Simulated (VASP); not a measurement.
Runs of VASP 6.6.1 on LuAlN2. The structure is that of space group R-3m (No. 166), or close to it. The cells are those of the table. 

```tsv
level	cell	k mesh	gap on the mesh (eV)	pressure (GPa)	largest force (eV/Å)
PBE	a = 5.458 Å, angles 34.0°, 4 atoms	8 × 8 × 8	0.78	-5.0	0.02
PBE	a = 5.350 Å, angles 34.0°, 4 atoms	8 × 8 × 8	(b)	7.3	0.17
r2SCAN	a = 5.267 Å, angles 34.0°, 4 atoms	8 × 8 × 8	0.82	16.7	0.37
r2SCAN	a = 5.482 Å, angles 34.0°, 4 atoms	8 × 8 × 8	1.24	-10.8	0.07
PBE	a = 5.405 Å, angles 34.0°, 4 atoms	8 × 8 × 8	0.69	0.7	0.07
r2SCAN	a = 5.323 Å, angles 34.0°, 4 atoms	8 × 8 × 8	0.94	8.2	0.24
PBE	a = 5.377 Å, angles 34.0°, 4 atoms	10 × 10 × 10	0.62	5.0	0.13
PBE	a = 5.511 Å, angles 34.0°, 4 atoms	8 × 8 × 8	0.87	-9.8	0.10
r2SCAN	a = 5.377 Å, angles 34.0°, 4 atoms	8 × 8 × 8	1.05	1.0	0.13
PBE	a = 5.294 Å, angles 34.0°, 4 atoms	8 × 8 × 8	0.47	15.0	0.29
r2SCAN	a = 5.430 Å, angles 34.0°, 4 atoms	8 × 8 × 8	(a)	-5.3	0.02
r2SCAN	a = 5.377 Å, angles 34.0°, 4 atoms	10 × 10 × 10	1.05	0.9	0.13
```

Alike in all rows: task single point; potentials or basis VASP PAW PBE potentials, release 64 (Al, Lu, N); no spin polarisation; cutoff (eV) 520; smearing gaussian 0.01 eV.

Q: Estimate the missing entries.

A: (a) 1.15; (b) 0.58.

Caveats: spin-orbit coupling is left out, which moves the levels of the heavy elements; the PAW data sets were made with another functional, which shifts forces and pressure a little (at least some runs); the cell stands under pressure (at least some runs); the cell stands under tension (at least some runs).

A k mesh can miss the band edges, and the runs leave out spin-orbit coupling on Lu.
